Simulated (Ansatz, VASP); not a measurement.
**One calculation of C, two programs**

```
CELL_PARAMETERS angstrom
1.22803 0.70900 2.97047
-1.22803 0.70900 2.97047
0.00000 -1.41800 2.97047
ATOMIC_POSITIONS crystal
C 0.16400 0.16400 0.16400
C 0.83600 0.83600 0.83600
```

Change from the starting cell: strain -0.1125 x Voigt [0, 0, 1, 0, 0, 0], atoms carried along.

Alike in both runs: task single point; functional LDA; k mesh 12 × 12 × 12; occupations gaussian, width 0.05 eV; no spin polarisation.

|  | VASP | Ansatz |
| --- | --- | --- |
| version | VASP 6.6.1 | Ansatz 0.2.0 |
| potentials or method | VASP PAW LDA potentials, release 64 (C), cutoff 600 eV | scalar-relativistic, plane waves, PAW |
| valence electrons in the cell | 8 | 8 |

```csv
,VASP,Ansatz,Ansatz less VASP
gap on the k mesh at the Fermi level (eV),1.08,1.08,+0.001
least direct gap on the mesh (eV),1.23,1.23,+0.002
pressure (GPa),-2.1,-2.5,-0.37
"traceless stress, the component that is largest in VASP (GPa)",8.09,8.88,+0.789
rms of the force components (eV/Å),0.409,0.412,+0.0031
```

LDA's correlation is that of Perdew and Zunger in VASP and of Perdew and Wang (1992) in Ansatz. Atom by atom the forces differ by 0.003 eV/Å (rms over components).
